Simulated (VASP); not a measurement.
Input of a VASP 6.6.1 run:

File INCAR:

```
SYSTEM = HfO2
PREC     = Accurate       ! precision mode
ENCUT    = 600            ! plane-wave cutoff, eV
EDIFF    = 1E-6           ! SCF threshold, eV
ISMEAR   = 0              ! smearing method
SIGMA    = 0.01           ! smearing width, eV
LREAL    = .FALSE.        ! projectors in reciprocal space
LASPH    = .TRUE.         ! aspherical terms in the spheres
NELM     = 120            ! most SCF steps
ALGO     = Normal         ! electronic algorithm
ISIF     = 2              ! what is computed and relaxed
LWAVE    = .FALSE.        ! write WAVECAR
LCHARG   = .FALSE.        ! write CHGCAR
GGA      = PE             ! functional
NBANDS   = 18             ! bands
GGA_COMPAT= .FALSE.
```

The input KPOINTS:

```
Automatic mesh
0
G
  8 8 8
  0 0 0
```

The input POSCAR:

```
HfO2
1.0
    0.0000000000      2.5575000000      2.5575000000
    2.5575000000      0.0000000000      2.5575000000
    2.5575000000      2.5575000000      0.0000000000
Hf O
1 2
Direct
    0.0000000000      0.0000000000      0.0000000000
    0.2500000000      0.2500000000      0.2500000000
    0.7500000000      0.7500000000      0.7500000000
```

Potentials or basis: VASP PAW PBE potentials, release 64 (Hf_pv, O).

Command:

```console
$ cat potpaw_PBE.64/Hf_pv/POTCAR potpaw_PBE.64/O/POTCAR > POTCAR
$ mpirun -np 1 vasp_std > vasp.out
```

Q: Estimate the band gap on the k mesh.

A: 3.73 eV.

Q: What does it give for the pressure?

A: -6.2 GPa.

Caveat: the cell stands under tension; spin-orbit coupling is left out, which moves the levels of the heavy elements. A k mesh can miss the band edges.
